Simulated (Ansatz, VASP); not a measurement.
This is a calculation of Sb for VASP 6.6.1.

Contents of INCAR:

```
ALGO = Normal ; EDIFF = 1E-6
ENCUT = 520 ; GGA = PE
ISIF = 2 ; ISMEAR = 0
LASPH = True ; LCHARG = False
LREAL = False ; LWAVE = False
NBANDS = 8 ; NELM = 80
PREC = Accurate ; SIGMA = 0.028000000000000004
```

Contents of KPOINTS:

```
k-points
0
Gamma
  10 10 10
```

Contents of POSCAR:

```
Sb
1.0
   -1.8713408863      1.8713408863      1.8713408863
    1.8713408863     -1.8713408863      1.8713408863
    1.8713408863      1.8713408863     -1.8713408863
Sb
1
Direct
    0.0000000000      0.0000000000      0.0000000000
```

Potentials or basis: VASP PAW PBE potentials, release 64 (Sb).

The run is started by

```console
$ cat potpaw_PBE.64/Sb/POTCAR > POTCAR
$ mpirun -np 1 vasp_std > vasp.out
```

**Question.** Translate it to Ansatz 0.2.0. Potentials there: Ansatz PAW.

**Answer.** As run (the cutoff follows the program's own potentials):

The input input.yaml:

```yaml
crystal:
  lattice:
    - [-1.8713408863, 1.8713408863, 1.8713408863]
    - [1.8713408863, -1.8713408863, 1.8713408863]
    - [1.8713408863, 1.8713408863, -1.8713408863]
  atoms:
    - { symbol: Sb, position: [0.0, 0.0, 0.0] }
hamiltonian:
  xc: pbe
  pseudopotentials: { kind: paw }
kpoints:
  mp_grid: { grid: [10, 10, 10] }
scf:
  occupations: { method: gaussian, width: 0.028 }
output:
  forces: true
  stress: true
  eigenvalues: true
```

Potentials or basis: Ansatz PAW.

The run is started by

```console
$ ansatz run input.yaml --threads 2 --pin off --max-ram 5632MiB --backend cpu --events-out ev --progress --plain --runs-dir out
```

Both were run:

|  | VASP | Ansatz | Ansatz less VASP |
| --- | --- | --- | --- |
| gap on the k mesh at the Fermi level (eV) | none | none | - |
| pressure (GPa) | 3.0 | 3.2 | +0.12 |

A gap of «none» marks a metal or a gap that the smearing closes. VASP's potentials hold 5 valence electrons a cell and Ansatz's 15, so a difference there can come from the potentials and not from the codes.

Spin-orbit coupling is off throughout.
